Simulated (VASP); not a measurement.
# Ge (Fd-3m) in VASP: notebook

The runs below take Ge through single point, with PBEsol.

Program: VASP 6.6.1. These are calculated values, not measurements. Logs are shortened: lines on timing, memory, paths and dates and some standing lists are left out, and cuts for length are marked.

### 1 The cell of the first run

Symmetry: Fd-3m, No. 227, cubic system. The conventional cell has a = 4.650 Å, b = 4.650 Å, c = 4.650 Å, α = 90.00°, β = 90.00°, γ = 90.00°. Ge (site symmetry -43m) has 4 Ge at 2.01 Å within 2.7 Å.

### 2 Single point, PBEsol (volume scaled by 0.55, source ansatz)

File INCAR:

```
ALGO = Normal
EDIFF = 1E-6
ENCUT = 520
GGA = PS
ISIF = 2
ISMEAR = -1
LASPH = True
LCHARG = False
LREAL = False
LWAVE = False
NBANDS = 21
NELM = 100
PREC = Accurate
SIGMA = 0.05
```

File KPOINTS:

```
k-points
0
Gamma
  13 13 13
```

File POSCAR:

```
Ge
1.0
    0.0000000000      2.3251937165      2.3251937165
    2.3251937165      0.0000000000      2.3251937165
    2.3251937165      2.3251937165      0.0000000000
Ge
2
Direct
   -0.1250000000     -0.1250000000     -0.1250000000
    0.1250000000      0.1250000000      0.1250000000
```

Potentials or basis: VASP PAW PBE potentials, release 64 (Ge_d).

Started as:

```
$ cat potpaw_PBE.64/Ge_d/POTCAR > POTCAR
$ mpirun -np 1 vasp_std > vasp.out
```

OUTCAR:

```text
EDIFF = 1E-6
   ENCUT = 520
   GGA = PS
   ISIF = 2
   ISMEAR = -1
   LASPH = True
   LREAL = False
   NELM = 100
   PREC = Accurate

 ion  position               nearest neighbor table
   1  0.875  0.875  0.875-   2 2.01   2 2.01   2 2.01   2 2.01
   2  0.125  0.125  0.125-   1 2.01   1 2.01   1 2.01   1 2.01

  LATTYP: Found a face centered cubic cell.
 ALAT       =     4.6503874330

  Lattice vectors:

 A1 = (   0.0000000000,   2.3251937165,   2.3251937165)
 A2 = (   2.3251937165,   0.0000000000,   2.3251937165)
 A3 = (   2.3251937165,   2.3251937165,   0.0000000000)

Analysis of symmetry for initial positions (statically):
=====================================================================
 Subroutine PRICEL returns:
 Original cell was already a primitive cell.

 Routine SETGRP: Setting up the symmetry group for a
 face centered cubic supercell.

 Subroutine GETGRP returns: Found 48 space group operations
 (whereof 12 operations were pure point group operations)
 out of a pool of 48 trial point group operations.

The static configuration has the point symmetry D_3d.
 The point group associated with its full space group is O_h .

Analysis of symmetry for dynamics (positions and initial velocities):
=====================================================================
 Subroutine PRICEL returns:
 Original cell was already a primitive cell.

 Routine SETGRP: Setting up the symmetry group for a
 face centered cubic supercell.

 Subroutine GETGRP returns: Found 48 space group operations
 (whereof 12 operations were pure point group operations)
 out of a pool of 48 trial point group operations.

The dynamic configuration has the point symmetry D_3d.
 The point group associated with its full space group is O_h .

 Subroutine INISYM returns: Found 48 space group operations
 (whereof 12 operations are pure point group operations),
 and found     1 'primitive' translations

----------------------------------------------------------------------------------------

                                     Primitive cell

  volume of cell :      25.1424

  direct lattice vectors                    reciprocal lattice vectors
     0.000000000  2.325193716  2.325193716    -0.215035847  0.215035847  0.215035847
     2.325193716  0.000000000  2.325193716     0.215035847 -0.215035847  0.215035847
     2.325193716  2.325193716  0.000000000     0.215035847  0.215035847 -0.215035847

  length of vectors
     3.288320489  3.288320489  3.288320489     0.372453012  0.372453012  0.372453012

  position of ions in fractional coordinates (direct lattice)
     0.875000000  0.875000000  0.875000000
     0.125000000  0.125000000  0.125000000

  ion indices of the primitive-cell ions
   primitive index   ion index
                 1           1
                 2           2

----------------------------------------------------------------------------------------

 KPOINTS: k-points

Automatic generation of k-mesh.
 Grid dimensions read from file:
 generate k-points for:   13   13   13

 Generating k-lattice:

  Cartesian coordinates                     Fractional coordinates (reciprocal lattice)
    -0.016541219  0.016541219  0.016541219     0.076923077  0.000000000  0.000000000
     0.016541219 -0.016541219  0.016541219     0.000000000  0.076923077  0.000000000
     0.016541219  0.016541219 -0.016541219     0.000000000  0.000000000  0.076923077

  Length of vectors
     0.028650232  0.028650232  0.028650232

  Shift w.r.t. Gamma in fractional coordinates (k-lattice)
     0.000000000  0.000000000  0.000000000

 Subroutine IBZKPT returns following result:
 ===========================================

 Found     84 irreducible k-points:

 Following reciprocal coordinates:
            Coordinates               Weight
  0.000000  0.000000  0.000000      1.000000
  0.076923  0.000000  0.000000      8.000000
  0.153846  0.000000  0.000000      8.000000
  0.230769  0.000000  0.000000      8.000000
  0.307692  0.000000  0.000000      8.000000
  0.384615  0.000000  0.000000      8.000000
[... 16 lines left out ...]
  0.384615  0.153846  0.000000     24.000000
  0.461538  0.153846  0.000000     24.000000
 [... further k-points ...]
   k-points           NKPTS =     84   k-points in BZ     NKDIM =     84   number of bands    NBANDS=     21
   number of dos      NEDOS =    301   number of ions     NIONS =      2
   total plane-waves  NPLWV =  13824
   dimension x,y,z NGX =    24 NGY =   24 NGZ =   24
   dimension x,y,z NGXF=    48 NGYF=   48 NGZF=   48
   ions per type =               2
   NGX,Y,Z   is equivalent  to a cutoff of  12.13, 12.13, 12.13 a.u.
   NGXF,Y,Z  is equivalent  to a cutoff of  24.27, 24.27, 24.27 a.u.
 SYSTEM =  unknown system
   PREC   = accura    normal or accurate (medium, high low for compatibility)
   ISTART =      0    job   : 0-new  1-cont  2-samecut
   ICHARG =      2    charge: 1-file 2-atom 10-const
   ISPIN  =      1    spin polarized calculation?
   LNONCOLLINEAR =      F non collinear calculations
   LSORBIT =      F    spin-orbit coupling
   LASPH  =      T    aspherical Exc in radial PAW
   ENCUT  =  520.0 eV  38.22 Ry    6.18 a.u.   6.11  6.11  6.11*2*pi/ulx,y,z
   NELM   =    100;   NELMIN=  2; NELMDL= -5     # of ELM steps
   EDIFF  = 0.1E-05   stopping-criterion for ELM
   LREAL  =      F    real-space projection
   EDIFFG = 0.1E-04   stopping-criterion for IOM
   NSW    =      0    number of steps for IOM
   IBRION =     -1    ionic relax: 0-MD 1-quasi-New 2-CG
   NFREE  =      0    steps in history (QN), initial steepest desc. (CG)
   ISIF   =      2    stress and relaxation
   ISYM   =      2    0-nonsym 1-usesym 2-fastsym
   POTIM  = 0.5000    time-step for ionic-motion
   TEBEG  =    0.0;   TEEND  =   0.0 temperature during run
   PSTRESS=    0.0 pullay stress
   NELECT =      28.0000    total number of electrons
   NUPDOWN=      -1.0000    fix difference up-down
   EMIN   =  10.00;   EMAX   =-10.00  energy-range for DOS
   EFERMI =   0.00;   METHOD = LEGACY
   ISMEAR =    -1;   SIGMA  =   0.05  broadening in eV -4-tet -1-fermi 0-gaus
   EFERMI_NEDOS =   21; number of points for ismear=-14 and -15
   IALGO  =     38    algorithm
   IMIX   =      4    mixing-type and parameters
     AMIX     =   0.40;   BMIX     =  1.00
     AMIX_MAG =   1.60;   BMIX_MAG =  1.00
  volume/ion in A,a.u.               =      12.57        84.83
  Fermi-wavevector in a.u.,A,eV,Ry     =   1.696908  3.206692 39.177945  2.879498
  Thomas-Fermi vector in A             =   2.777686
   LORBIT       =      0    0 simple, 1 ext, 2 COOP (PROOUT), +10 PAW based schemes
   GGA     = PS    functional components
   LHFCALC =     F    Hartree Fock is set to
   AEXX    =    0.0000 exact exchange contribution
   IVDW    =     0    specifies the selected vdW correction
   LEPSILON=     F    determine dielectric tensor
   LRPA    =     F    only Hartree local field effects (RPA)
 non-spin polarized calculation
  energy-cutoff  :      520.00
  volume of cell :       25.14
 maximum number of plane-waves:       688
   NGX = 13   NGY = 13   NGZ = 13

 number of electron      27.9999970 magnetization

 Free energy of the ion-electron system (eV)
  ---------------------------------------------------
  ext. energy  EPLUGINS =         0.00000000
  ---------------------------------------------------
  free energy    TOTEN  =        -4.02543696 eV

  energy without entropy =       -4.02330604  energy(sigma->0) =       -4.02437150

 E-fermi :  12.2393     XC(G=0): -13.2778

 val. band max:       12.1742861832   @ k =  -0.1538   0.0769   0.0000
 cond. band min:      12.2430838793   @ k =   0.4615   0.3846   0.0000
 fundamental gap:      0.0687976962
 Fermi energy:        12.2392681198

 k-point     1 :       0.0000    0.0000    0.0000
  band No.  band energies     occupation
      1     -14.2389      2.00000
      2     -14.2389      2.00000
      3     -14.2389      2.00000
      4     -14.1384      2.00000
      5     -14.1384      2.00000
      6     -13.2955      2.00000
[... 13 lines left out ...]
     20      24.0521      0.00000
     21      24.0521      0.00000

 k-point     2 :       0.0769    0.0000    0.0000
  band No.  band energies     occupation
      1     -14.2596      2.00000
      2     -14.2596      2.00000
      3     -14.2356      2.00000
      4     -14.1106      2.00000
      5     -14.1106      2.00000
      6     -13.3041      2.00000
[... 13 lines left out ...]
     20      22.6944      0.00000
     21      22.6944      0.00000

 k-point     3 :       0.1538    0.0000    0.0000
  band No.  band energies     occupation
      1     -14.2904      2.00000
      2     -14.2904      2.00000
      3     -14.2266      2.00000
      4     -14.0609      2.00000
      5     -14.0609      2.00000
      6     -13.3231      2.00000
[... 13 lines left out ...]
     20      21.7322      0.00000
     21      22.0507      0.00000

 k-point     4 :       0.2308    0.0000    0.0000
  band No.  band energies     occupation
      1     -14.3116      2.00000
      2     -14.3116      2.00000
      3     -14.2143      2.00000
      4     -14.0169      2.00000
      5     -14.0169      2.00000
      6     -13.3435      2.00000
[... 13 lines left out ...]
     20      21.7109      0.00000
     21      22.8435      0.00000

 k-point     5 :       0.3077    0.0000    0.0000
  band No.  band energies     occupation
      1     -14.3207      2.00000
      2     -14.3207      2.00000
      3     -14.2015      2.00000
      4     -13.9893      2.00000
      5     -13.9893      2.00000
      6     -13.3702      2.00000
[... 13 lines left out ...]
     20      22.7658      0.00000
     21      24.3947      0.00000

 k-point     6 :       0.3846    0.0000    0.0000
  band No.  band energies     occupation
      1     -14.3212      2.00000
      2     -14.3212      2.00000
      3     -14.1911      2.00000
      4     -13.9786      2.00000
      5     -13.9786      2.00000
      6     -13.3928      2.00000
[... 13 lines left out ...]
     20      24.5028      0.00000
     21      26.1886      0.00000

 k-point     7 :       0.4615    0.0000    0.0000
  band No.  band energies     occupation
      1     -14.3190      2.00000
      2     -14.3190      2.00000
      3     -14.1853      2.00000
      4     -13.9773      2.00000
      5     -13.9773      2.00000
      6     -13.4057      2.00000
[... 13 lines left out ...]
     20      26.5466      0.00000
     21      27.7526      0.00000
[... 291 lines left out ...]
      1     -14.3121      2.00000
      2     -14.2628      2.00000
      3     -14.2628      2.00000
      4     -14.0755      2.00000
      5     -13.9788      2.00000
      6     -13.4744      2.00000
[... 13 lines left out ...]
     20      23.0976      0.00000
     21      24.5767      0.00000

 k-point    21 :       0.2308    0.1538    0.0000
  band No.  band energies     occupation
      1     -14.3339      2.00000
      2     -14.2780      2.00000
      3     -14.2574      2.00000
      4     -14.0368      2.00000
      5     -13.9226      2.00000
      6     -13.5364      2.00000
[... 13 lines left out ...]
     20      24.1547      0.00000
     21      24.1992      0.00000

 k-point    22 :       0.3077    0.1538    0.0000
  band No.  band energies     occupation
      1     -14.3597      2.00000
      2     -14.2942      2.00000
      3     -14.2303      2.00000
      4     -13.9954      2.00000
      5     -13.8780      2.00000
      6     -13.5768      2.00000
[... 13 lines left out ...]
     20      24.6504      0.00000
     21      25.6155      0.00000

 k-point    23 :       0.3846    0.1538    0.0000
  band No.  band energies     occupation
      1     -14.3797      2.00000
      2     -14.3082      2.00000
      3     -14.1934      2.00000
      4     -13.9594      2.00000
      5     -13.8595      2.00000
      6     -13.5855      2.00000
[... 13 lines left out ...]
     20      26.0730      0.00000
     21      27.3144      0.00000

 k-point    24 :       0.4615    0.1538    0.0000
  band No.  band energies     occupation
      1     -14.3910      2.00000
      2     -14.3221      2.00000
      3     -14.1548      2.00000
      4     -13.9282      2.00000
      5     -13.8713      2.00000
      6     -13.5635      2.00000
[... 13 lines left out ...]
     20      27.7229      0.00000
     21      28.3833      0.00000

 [... further k-points ...]
[... 5 lines left out ...]
  --------------------------------------------------------------------------------------
  -------------------------------------------------------------------------------------
  Total       24.5902151     24.5902151     24.5902151      0.0000000     -0.0000000      0.0000000
  in kB     1566.9873544   1566.9873544   1566.9873544      0.0000000     -0.0000000      0.0000000
  external PRESSURE =    1566.9873544 kB  Pullay stress =       0.0000000 kB

 VOLUME and BASIS-vectors are now :
 -----------------------------------------------------------------------------
  energy-cutoff  :      520.00
  volume of cell :       25.14
      direct lattice vectors                 reciprocal lattice vectors
     0.000000000  2.325193716  2.325193716    -0.215035847  0.215035847  0.215035847
     2.325193716  0.000000000  2.325193716     0.215035847 -0.215035847  0.215035847
     2.325193716  2.325193716  0.000000000     0.215035847  0.215035847 -0.215035847

 POSITION                                       TOTAL-FORCE (eV/Angst)
 -----------------------------------------------------------------------------------
      4.06909      4.06909      4.06909        -0.000000     -0.000000     -0.000000
      0.58130      0.58130      0.58130         0.000000      0.000000      0.000000
 -----------------------------------------------------------------------------------
    total drift:                                0.000000      0.000000      0.000000

  FREE ENERGIE OF THE ION-ELECTRON SYSTEM (eV)
  ---------------------------------------------------
  free  energy   TOTEN  =        -4.0254369649 eV

  energy  without entropy=       -4.0233060419  energy(sigma->0) =       -4.02437150
```

It took 30 s on 1 thread of AMD EPYC 7R43 (Zen 3), shared host; peak memory 0.13 GiB.

What came out:

| Item | Value |
| --- | --- |
| Free energy | -4.0254 eV |
| Pressure | 156.7 GPa |
| Band gap on the k mesh | zero (band 14 reaches 12.91 eV, above the bottom of band 15 at 11.98 eV) |

Caveat: the PAW data sets were made with another functional, which shifts forces and pressure a little.

### 3 Single point, PBEsol (volume scaled by 0.64)

File INCAR:

```
SYSTEM = Ge
PREC = Accurate ; ENCUT = 520
EDIFF = 1E-7 ; ISMEAR = -1
SIGMA = 0.05 ; LREAL = .FALSE.
LASPH = .TRUE. ; NELM = 60
ALGO = Normal ; ISIF = 2
LWAVE = .FALSE. ; LCHARG = .FALSE.
GGA = PS ; NBANDS = 21
```

File KPOINTS:

```
regular mesh
0
G
  13 13 13
  0 0 0
```

File POSCAR:

```
Ge
1.0
    0.0000000000      2.4456721356      2.4456721356
    2.4456721356      0.0000000000      2.4456721356
    2.4456721356      2.4456721356      0.0000000000
Ge
2
Direct
   -0.1250000000     -0.1250000000     -0.1250000000
    0.1250000000      0.1250000000      0.1250000000
```

Potentials or basis: VASP PAW PBE potentials, release 64 (Ge_d).

Started as:

```
$ cat potpaw_PBE.64/Ge_d/POTCAR > POTCAR
$ mpirun -np 1 vasp_std > vasp.out
```

It took 53 s on 1 thread of AMD EPYC 7R43 (Zen 3), shared host; peak memory 0.14 GiB.

The run converged. Its results:

| Quantity | Value |
| --- | --- |
| Free energy | -7.0153 eV |
| Pressure | 83.7 GPa |
| Band gap on the k mesh | zero (band 14 reaches 10.31 eV, above the bottom of band 15 at 9.90 eV) |

Levels at points of the mesh, in eV from the Fermi level:
| k point | band 12 | band 13 | band 14 | band 15 | band 16 | band 17 |
| --- | --- | --- | --- | --- | --- | --- |
| (0.00, 0.00, 0.00) | 0.26 | 0.26 | 0.26 | 2.76 | 2.76 | 2.76 |

Caveat: the PAW data sets were made with another functional, which shifts forces and pressure a little.

### 4 Single point, PBEsol (volume scaled by 0.64)

File INCAR:

```
PREC     = Accurate       # precision mode
ENCUT    = 520            # plane-wave cutoff, eV
EDIFF    = 1E-7           # SCF threshold, eV
ISMEAR   = -1             # smearing method
SIGMA    = 0.05           # smearing width, eV
LREAL    = False          # projectors in reciprocal space
LASPH    = True           # aspherical terms in the spheres
NELM     = 60             # most SCF steps
ALGO     = Normal         # electronic algorithm
ISIF     = 2              # what is computed and relaxed
LWAVE    = False          # write WAVECAR
LCHARG   = True           # write CHGCAR
GGA      = PS             # functional
LELF     = True           # ELF
LVHAR    = True         
NBANDS   = 21             # bands
```

File KPOINTS:

```
Automatic mesh
0
Gamma
  13 13 13
```

POSCAR is that of step 3.

Started as:

```
$ cat potpaw_PBE.64/Ge_d/POTCAR > POTCAR
$ mpirun -np 1 vasp_std > vasp.out
```

Run time: 57 s. Hardware: 1 thread of AMD EPYC 7R43 (Zen 3), shared host; peak memory 0.14 GiB.

It converged, with:

```yaml
Free_energy: -7.0153 eV
Pressure: 83.7 GPa
Band_gap_on_the_k_mesh: zero (band 14 reaches 10.31 eV, above the bottom of band 15 at 9.90 eV)
```

Levels at points of the mesh, in eV from the Fermi level:
| k point | band 10 | band 11 | band 12 | band 13 | band 14 | band 15 | band 16 | band 17 | band 18 | band 19 |
| --- | --- | --- | --- | --- | --- | --- | --- | --- | --- | --- |
| (0.00, 0.00, 0.00) | -25.08 | -16.83 | 0.26 | 0.26 | 0.26 | 2.76 | 2.76 | 2.76 | 4.72 | 7.46 |

Caveat: the PAW data sets were made with another functional, which shifts forces and pressure a little.

### 5 Single point, PBEsol (volume scaled by 0.72)

File INCAR:

```
PREC     = Accurate       # precision mode
ENCUT    = 520            # plane-wave cutoff, eV
EDIFF    = 1E-6           # SCF threshold, eV
ISMEAR   = -1             # smearing method
SIGMA    = 0.05           # smearing width, eV
LREAL    = False          # projectors in reciprocal space
LASPH    = True           # aspherical terms in the spheres
NELM     = 80             # most SCF steps
ALGO     = Normal         # electronic algorithm
ISIF     = 2              # what is computed and relaxed
LWAVE    = False          # write WAVECAR
LCHARG   = False          # write CHGCAR
GGA      = PS             # functional
NBANDS   = 21             # bands
```

File KPOINTS:

```
regular mesh
0
Gamma
  13 13 13
```

File POSCAR:

```
Ge
1.0
    0.0000000000      2.5436015228      2.5436015228
    2.5436015228      0.0000000000      2.5436015228
    2.5436015228      2.5436015228      0.0000000000
Ge
2
Direct
   -0.1250000000     -0.1250000000     -0.1250000000
    0.1250000000      0.1250000000      0.1250000000
```

Started as:

```
$ cat potpaw_PBE.64/Ge_d/POTCAR > POTCAR
$ mpirun -np 1 vasp_std > vasp.out
```

Wall time 42 s (1 thread of AMD EPYC 7R43 (Zen 3), shared host); peak memory 0.15 GiB.

The run converged. Its results:

* Free energy: -8.4778 eV
* Pressure: 47.5 GPa
* Band gap on the k mesh: zero (band 14 reaches 8.58 eV, above the bottom of band 15 at 8.47 eV)

Levels at points of the mesh, in eV from the Fermi level:
| k point | band 11 | band 12 | band 13 | band 14 | band 15 | band 16 | band 17 | band 18 |
| --- | --- | --- | --- | --- | --- | --- | --- | --- |
| (0.00, 0.00, 0.00) | -15.63 | 0.10 | 0.10 | 0.10 | 2.66 | 2.66 | 2.66 | 3.30 |

Caveat: the PAW data sets were made with another functional, which shifts forces and pressure a little.

### 6 Summary

```tsv
cell	gap on the mesh (eV)	pressure (GPa)
a = 3.288 Å, angles 60.0°, 2 atoms	none	156.7
a = 3.459 Å, angles 60.0°, 2 atoms	none	83.7
a = 3.597 Å, angles 60.0°, 2 atoms	none	47.5
```

Alike in all rows: task single point; level PBEsol; potentials or basis VASP PAW PBE potentials, release 64 (Ge_d); no spin polarisation; k mesh 13 × 13 × 13; cutoff (eV) 520; smearing fermi-dirac 0.05 eV.

Caveats: the PAW data sets were made with another functional, which shifts forces and pressure a little.

Total energies depend on the potentials used, so only differences within one code and one set of settings carry meaning.
